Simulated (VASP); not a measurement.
# Se (P3_121) in VASP: single point with HSE06

Aim: the single point of Se with HSE06.

All numbers are computed with VASP 6.6.1; they aren't measurements. Logs are shortened: lines on timing, memory, paths and dates and some standing lists are left out, and cuts for length are marked.

## (1) The cell of the first run

Symmetry: P3_121, No. 152, trigonal system. Conventional cell: a = 4.089 Å, b = 4.089 Å, c = 5.434 Å, α = 90.00°, β = 90.00°, γ = 120.00°. Within 3.4 Å of Se (site symmetry 2) lie 6 Se at 2.60 to 3.20 Å.

## (2) Single point, HSE06, non-collinear spin, zero start, spin-orbit coupling

The input, POSCAR:

```
Se
1.0
    4.0892360000      0.0000000000      0.0000000000
   -2.0446180000      3.5413830000      0.0000000000
    0.0000000000      0.0000000000      5.4336550000
Se
3
Direct
    0.7364000000      0.0000000000      0.3333000000
    0.0000000000      0.7364000000      0.6666300000
    0.2636000000      0.2636000000      0.9999700000
```

The input, INCAR.step1:

```
SYSTEM = Se
PREC = Accurate ; ENCUT = 520
EDIFF = 1E-5 ; ISMEAR = -1
SIGMA = 0.1 ; LREAL = .False.
LASPH = .True. ; NELM = 150
ALGO = Normal ; ISIF = 2
LWAVE = .True. ; LNONCOLLINEAR = .True.
MAGMOM = 0 0 0 0 0 0 0 0 0 ; LORBIT = 11
LSORBIT = .True. ; GGA_COMPAT = .False.
LORBMOM = .True. ; GGA = PE
NBANDS = 31 ; LUSENCCL = .False.
```

The input, INCAR.step2:

```
SYSTEM = Se
PREC = Accurate ; ENCUT = 520
EDIFF = 1E-6 ; ISMEAR = -1
SIGMA = 0.1 ; LREAL = .False.
LASPH = .True. ; NELM = 150
ALGO = Normal ; ISIF = 2
LWAVE = .False. ; LCHARG = .True.
LNONCOLLINEAR = .True. ; MAGMOM = 0 0 0 0 0 0 0 0 0
LORBIT = 11 ; LSORBIT = .True.
GGA_COMPAT = .False. ; LORBMOM = .True.
GGA = PE ; LHFCALC = .True.
HFSCREEN = 0.2079 ; PRECFOCK = Normal
LVHAR = .True. ; ISTART = 1
NBANDS = 31 ; LUSENCCL = .False.
```

The input, KPOINTS:

```
Automatic mesh
0
Gamma
  3 3 2
  0 0 0
```

Potentials or basis: VASP PAW PBE potentials, release 64 (Se).

Run with:

```console
$ cat potpaw_PBE.64/Se/POTCAR > POTCAR
$ cp INCAR.step1 INCAR
$ mpirun -np 1 vasp_ncl > vasp.out
$ cp INCAR.step2 INCAR
$ mpirun -np 1 vasp_ncl > vasp.out
```

OUTCAR:

```text
SYSTEM = Se
   PREC = Accurate
   ENCUT = 520
   EDIFF = 1E-6
   ISMEAR = -1
   LREAL = .False.
   LASPH = .True.
   NELM = 150
   ISIF = 2
   LNONCOLLINEAR = .True.
   LORBIT = 11
   LSORBIT = .True.
   GGA = PE
   LHFCALC = .True.
   HFSCREEN = 0.2079
   PRECFOCK = Normal
   ISTART = 1

 ion  position               nearest neighbor table
   1  0.736  0.000  0.333-   2 2.60   3 2.60
   2  0.000  0.736  0.667-   1 2.60   3 2.60
   3  0.264  0.264  1.000-   1 2.60   2 2.60

  LATTYP: Found a hexagonal cell.
 ALAT       =     4.0892360000
 C/A-ratio  =     1.3287702153

  Lattice vectors:

 A1 = (   4.0892360000,   0.0000000000,   0.0000000000)
 A2 = (  -2.0446180000,   3.5413830000,   0.0000000000)
 A3 = (   0.0000000000,   0.0000000000,   5.4336550000)

Analysis of symmetry for initial positions (statically):
=====================================================================
 Subroutine PRICEL returns:
 Original cell was already a primitive cell.

 Routine SETGRP: Setting up the symmetry group for a
 hexagonal supercell.

 Subroutine GETGRP returns: Found  2 space group operations
 (whereof  1 operations were pure point group operations)
 out of a pool of 24 trial point group operations.

The static configuration has the point symmetry C_1 .
 The point group associated with its full space group is C_2 .

Analysis of symmetry for dynamics (positions and initial velocities):
=====================================================================
 Subroutine PRICEL returns:
 Original cell was already a primitive cell.

 Routine SETGRP: Setting up the symmetry group for a
 hexagonal supercell.

 Subroutine GETGRP returns: Found  2 space group operations
 (whereof  1 operations were pure point group operations)
 out of a pool of 24 trial point group operations.

The dynamic configuration has the point symmetry C_1 .
 The point group associated with its full space group is C_2 .

Analysis of structural, dynamic, and magnetic symmetry:
=====================================================================
 Subroutine PRICEL returns:
 Original cell was already a primitive cell.

 Routine SETGRP: Setting up the symmetry group for a
 hexagonal supercell.

 Subroutine GETGRP returns: Found  2 space group operations
 (whereof  1 operations were pure point group operations)
 out of a pool of 24 trial point group operations.

The overall configuration has the point symmetry C_1 .
 The point group associated with its full space group is C_2 .

 Subroutine INISYM returns: Found  2 space group operations
 (whereof  1 operations are pure point group operations),
 and found     1 'primitive' translations

----------------------------------------------------------------------------------------

                                     Primitive cell

  volume of cell :      78.6878

  direct lattice vectors                    reciprocal lattice vectors
     4.089236000  0.000000000  0.000000000     0.244544458  0.141187779 -0.000000000
    -2.044618000  3.541383000  0.000000000     0.000000000  0.282375558  0.000000000
     0.000000000  0.000000000  5.433655000     0.000000000 -0.000000000  0.184038184

  length of vectors
     4.089236000  4.089236643  5.433655000     0.282375602  0.282375558  0.184038184

  position of ions in fractional coordinates (direct lattice)
     0.736400000  0.000000000  0.333300000
     0.000000000  0.736400000  0.666630000
     0.263600000  0.263600000  0.999970000

  ion indices of the primitive-cell ions
   primitive index   ion index
                 1           1
                 2           2
                 3           3

----------------------------------------------------------------------------------------

 KPOINTS: Automatic mesh

Automatic generation of k-mesh.
 Grid dimensions read from file:
 generate k-points for:    3    3    2

 Generating k-lattice:

[... 96 lines left out ...]

 number of electron      17.9999997 magnetization      -0.0000000     -0.0000000     -0.0000000

 number of electron      17.9999997 magnetization      -0.0000000      0.0000000      0.0000000

 Free energy of the ion-electron system (eV)
  ---------------------------------------------------
  ext. energy  EPLUGINS =         0.00000000
  ---------------------------------------------------
  free energy    TOTEN  =       -12.61532098 eV

  energy without entropy =      -12.60930620  energy(sigma->0) =      -12.61231359

 E-fermi :   2.9001     XC(G=0):  -7.6649

 val. band max:        2.5575215528   @ k =  -0.3333  -0.3333   0.5000
 cond. band min:       3.2534876582   @ k =   0.3333   0.3333   0.5000
 fundamental gap:      0.6959661055
 Fermi energy:         2.9001280711

 k-point     1 :       0.0000    0.0000    0.0000
  band No.  band energies     occupation
      1     -14.1040      1.00000
      2     -14.1040      1.00000
      3     -10.3552      1.00000
      4     -10.3552      1.00000
      5     -10.3547      1.00000
      6     -10.3547      1.00000
[... 385 lines left out ...]
     29      11.8644      0.00000
     30      11.8644      0.00000
 [bands above 30 left out]

------------------------ aborting loop because EDIFF is reached ----------------------------------------

  FORCE on cell =-STRESS in cart. coord.  units (eV):
  Direction    XX          YY          ZZ          XY          YZ          ZX
  --------------------------------------------------------------------------------------
  -------------------------------------------------------------------------------------
  Total       -2.0980958     -2.0980693     -5.5290113      0.0000000     -0.0001216      0.0000000
  in kB      -42.7197561    -42.7192173   -112.5773250      0.0000000     -0.0024757      0.0000000
  external PRESSURE =     -66.0054328 kB  Pullay stress =       0.0000000 kB

 VOLUME and BASIS-vectors are now :
 -----------------------------------------------------------------------------
  energy-cutoff  :      520.00
  volume of cell :       78.69
      direct lattice vectors                 reciprocal lattice vectors
     4.089236000  0.000000000  0.000000000     0.244544458  0.141187779 -0.000000000
    -2.044618000  3.541383000  0.000000000     0.000000000  0.282375558  0.000000000
     0.000000000  0.000000000  5.433655000     0.000000000 -0.000000000  0.184038184

 POSITION                                       TOTAL-FORCE (eV/Angst)
 -----------------------------------------------------------------------------------
      3.01131      0.00000      1.81104         1.562044      0.000000      0.000000
     -1.50566      2.60787      3.62224        -0.781022      1.352745      0.000092
      0.53896      0.93351      5.43349        -0.781022     -1.352745     -0.000092
 -----------------------------------------------------------------------------------
    total drift:                               -0.000027      0.000001      0.000001

  FREE ENERGIE OF THE ION-ELECTRON SYSTEM (eV)
  ---------------------------------------------------
  free  energy   TOTEN  =       -12.6153209850 eV

  energy  without entropy=      -12.6093062019  energy(sigma->0) =      -12.61231359

 orbital moment (x)

 # of ion     p       d       tot
 ----------------------------------------
  1        -0.000  -0.000  -0.000
  2         0.000   0.000   0.000
  3        -0.000  -0.000  -0.000
 ----------------------------------------
           -0.000  -0.000  -0.000

 orbital moment (y)

 # of ion     p       d       tot
 ----------------------------------------
  1        -0.000  -0.000  -0.000
  2         0.000   0.000   0.000
  3        -0.000   0.000  -0.000
 ----------------------------------------
           -0.000  -0.000  -0.000

 orbital moment (z)

 # of ion     p       d       tot
 ----------------------------------------
  1        -0.000  -0.000  -0.000
  2        -0.000  -0.000  -0.000
  3         0.000   0.000   0.000
 ----------------------------------------
           -0.000  -0.000  -0.000

 Spin-Orbit-Coupling matrix elements

 Ion:    1  E_soc:     -0.0516537
 l=   1
     0.0000000    -0.0091503    -0.0088475
    -0.0091503     0.0000000    -0.0078222
    -0.0088475    -0.0078222     0.0000000
 l=   2
     0.0000000    -0.0000012     0.0000000     0.0000013     0.0000009
    -0.0000012     0.0000000    -0.0000001    -0.0000025    -0.0000005
     0.0000000    -0.0000001     0.0000000    -0.0000063     0.0000000
     0.0000013    -0.0000025    -0.0000063     0.0000000     0.0000017
     0.0000009    -0.0000005     0.0000000     0.0000017     0.0000000
 l=   3
     0.0000000     0.0000000     0.0000000     0.0000000     0.0000000     0.0000000     0.0000000
     0.0000000     0.0000000     0.0000000     0.0000000     0.0000000     0.0000000     0.0000000
     0.0000000     0.0000000     0.0000000     0.0000000     0.0000000     0.0000000     0.0000000
     0.0000000     0.0000000     0.0000000     0.0000000     0.0000000     0.0000000     0.0000000
[... 29 lines left out ...]
 l=   2
     0.0000000     0.0000011     0.0000000    -0.0000002     0.0000009
     0.0000011     0.0000000    -0.0000048    -0.0000025     0.0000007
     0.0000000    -0.0000048     0.0000000    -0.0000017     0.0000000
    -0.0000002    -0.0000025    -0.0000017     0.0000000    -0.0000004
     0.0000009     0.0000007     0.0000000    -0.0000004     0.0000000
 l=   3
     0.0000000     0.0000000     0.0000000     0.0000000     0.0000000     0.0000000     0.0000000
     0.0000000     0.0000000     0.0000000     0.0000000     0.0000000     0.0000000     0.0000000
     0.0000000     0.0000000     0.0000000     0.0000000     0.0000000     0.0000000     0.0000000
     0.0000000     0.0000000     0.0000000     0.0000000     0.0000000     0.0000000     0.0000000
     0.0000000     0.0000000     0.0000000     0.0000000     0.0000000     0.0000000     0.0000000
     0.0000000     0.0000000     0.0000000     0.0000000     0.0000000     0.0000000     0.0000000
     0.0000000     0.0000000     0.0000000     0.0000000     0.0000000     0.0000000     0.0000000

 total charge

# of ion       s       p       d       tot
------------------------------------------
    1        1.538   2.100   0.039   3.677
    2        1.538   2.100   0.039   3.677
    3        1.538   2.100   0.039   3.677
--------------------------------------------------
tot          4.615   6.300   0.117  11.032

 magnetization (x)

# of ion       s       p       d       tot
------------------------------------------
    1       -0.000  -0.000   0.000  -0.000
    2       -0.000   0.000  -0.000   0.000
    3       -0.000   0.000  -0.000   0.000
--------------------------------------------------
tot         -0.000  -0.000  -0.000  -0.000

 magnetization (y)

# of ion       s       p       d       tot
------------------------------------------
    1        0.000   0.000   0.000   0.000
    2       -0.000   0.000  -0.000   0.000
    3        0.000  -0.000   0.000  -0.000
--------------------------------------------------
tot          0.000   0.000   0.000   0.000

 magnetization (z)

# of ion       s       p       d       tot
------------------------------------------
    1        0.000   0.000   0.000   0.000
    2       -0.000  -0.000   0.000  -0.000
    3        0.000   0.000  -0.000   0.000
--------------------------------------------------
tot          0.000   0.000   0.000   0.000
```

Wall time 15 min (1 × NVIDIA H100 80GB with 1 thread of AMD EPYC 7R13 (Zen 3), shared host); peak memory 1.4 GiB.

Results:

```yaml
Free_energy: -12.6153 eV
Pressure: -6.6 GPa
Largest_force: 1.562 eV/Å
Net_moment: 0.00 μB per cell
Valence_electrons_inside_the_program's_atomic_spheres: Se 3.68
```

Forces on the atoms (eV/Å):
```
Se   1.562  0.000  0.000
Se  -0.781  1.353  0.000
Se  -0.781 -1.353  0.000
```

Moments on the atoms (μB; x, y, z):
```
Se  0.00 0.00 0.00
Se  0.00 0.00 0.00
Se  0.00 0.00 0.00
```

Caveat: the k points lie up to 0.59 Å⁻¹ apart; the PAW data sets were made with another functional, which shifts forces and pressure a little.
